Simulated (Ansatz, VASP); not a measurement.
**Two plane-wave programs on GaN**

```
CELL_PARAMETERS angstrom
3.15099 0.00000 0.00000
-1.57550 2.72884 0.00000
0.00000 0.00000 5.13126
ATOMIC_POSITIONS crystal
Ga 0.33333 0.66667 0.99911
Ga 0.66667 0.33333 0.49911
N 0.33333 0.66667 0.37589
N 0.66667 0.33333 0.87589
```

Alike in both runs: task single point; functional r2SCAN; k mesh 9 × 9 × 4; no spin polarisation.

|  | VASP | Ansatz |
| --- | --- | --- |
| version | VASP 6.6.1 | Ansatz 0.2.0 |
| potentials or method | VASP PAW PBE potentials, release 64 (Ga_d, N) | plane waves, PAW |
| plane-wave cutoff (eV) | 520 | 500 |
| occupations | gaussian, width 0.01 eV | fixed |
| valence electrons in the cell | 36 | 36 |

VASP gave:

| Property | Result |
| --- | --- |
| gap on the k mesh at the Fermi level (eV) | 2.55 |
| pressure (GPa) | 7.6 |
| traceless stress, the component that is largest in VASP (GPa) | -0.17 |
| rms of the force components (eV/Å) | 0.006 |

**Question.** What did Ansatz give for the same quantities?

**Answer.** gap on the k mesh at the Fermi level (eV): 2.56; pressure (GPa): 6.4; traceless stress, the component that is largest in VASP (GPa): -0.03; rms of the force components (eV/Å): 0.003.

VASP's potentials were made for PBE, not for r2SCAN. Atom by atom the forces differ by 0.003 eV/Å (rms over components).
